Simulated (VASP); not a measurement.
Wanted: the native input for a VASP 6.6.1 run.

```yaml
Task: single point
Functional: PBEsol
Potentials_or_basis: VASP PAW PBE potentials, release 64 (Ta_pv, C)
Cutoff: 520 eV
k_mesh: 18 × 18 × 8
Occupations: gaussian, width 0.1 eV
Spin: no spin polarisation
Dipole_correction: no
Further_INCAR_settings: ALGO = Normal; EDIFF = 1e-07; NBANDS = 20
```

The structure of Ta2C lies in POSCAR:

```
Ta2C
1.0
    3.0282318815      0.0000000000      0.0000000000
   -1.5141159408      2.6225257380      0.0000000000
    0.0000000000      0.0000000000      4.8208730776
Ta C
2 1
Direct
    0.3333333333      0.6666666667      0.2562954902
    0.6666666667      0.3333333333      0.7437045098
    0.0000000000      0.0000000000      0.0000000000
```

These files were run (other wordings do the same):

INCAR

```
ALGO = Normal
EDIFF = 1E-7
ENCUT = 520
GGA = PS
ISIF = 2
ISMEAR = 0
LASPH = True
LCHARG = False
LREAL = False
LWAVE = False
NBANDS = 20
NELM = 60
PREC = Accurate
SIGMA = 0.1
```

KPOINTS

```
k-points
0
Gamma
  18 18 8
```

Potentials or basis: VASP PAW PBE potentials, release 64 (Ta_pv, C).

Run with:

```console
$ cat potpaw_PBE.64/Ta_pv/POTCAR potpaw_PBE.64/C/POTCAR > POTCAR
$ mpirun -np 1 vasp_std > vasp.out
```

Results of the run:

```yaml
Pressure: 20.8 GPa
Largest_force: 0.055 eV/Å
Band_gap_on_the_k_mesh: zero (bands 13 and 14 overlap by 0.87 eV)
```

Caveat: the cell stands under pressure; the PAW data sets were made with another functional, which shifts forces and pressure a little; spin-orbit coupling is left out, which moves the levels of the heavy elements.

It took 2.1 min on 1 thread of AMD EPYC 7R13 Processor (Zen 3), on a shared host, peak memory 0.27 GiB.
